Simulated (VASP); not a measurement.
**MgO: single point with PBE**

The system is MgO.

```
Mg O
1.0
     0.00000    2.12050    2.12050
     2.12050    0.00000    2.12050
     2.12050    2.12050    0.00000
Mg O
1 1
Direct
  0.00000 0.00000 0.00000
  0.50000 0.50000 0.50000
```

```json
{
  "Program": "VASP 6.6.1",
  "Task": "single point",
  "Functional": "PBE",
  "Potentials or basis": "VASP PAW PBE potentials, release 64 (Mg, O)",
  "Cutoff": "600 eV",
  "k mesh": "4 × 4 × 4",
  "Occupations": "fermi-dirac, width 0.1 eV",
  "Spin": "no spin polarisation"
}
```

```yaml
Pressure: 0.4 GPa
Band_gap_on_the_k_mesh: 4.52 eV, direct
```

Levels at points of the mesh, in eV from the valence-band top:
| k point | band 1 | band 2 | band 3 | band 4 | band 5 | band 6 | band 7 | band 8 | band 9 |
| --- | --- | --- | --- | --- | --- | --- | --- | --- | --- |
| (0.00, 0.00, 0.00) | -17.16 | 0.00 | 0.00 | 0.00 | 4.52 | 15.67 | 15.67 | 15.67 | 19.54 |
| (0.50, 0.00, 0.00) | -15.93 | -4.53 | -0.63 | -0.63 | 7.76 | 12.37 | 16.09 | 16.09 | 20.57 |
| (0.50, 0.50, 0.00) | -15.68 | -4.01 | -1.32 | -1.32 | 9.08 | 9.74 | 12.88 | 18.65 | 18.65 |

Wall time 6.6 s on 1 thread of Intel Xeon 8259CL (shared host), peak memory 0.14 GiB.

Caveat: the k points lie up to 0.64 Å⁻¹ apart. Expect the measured gap to be larger: semilocal functionals such as PBE lack the derivative discontinuity.
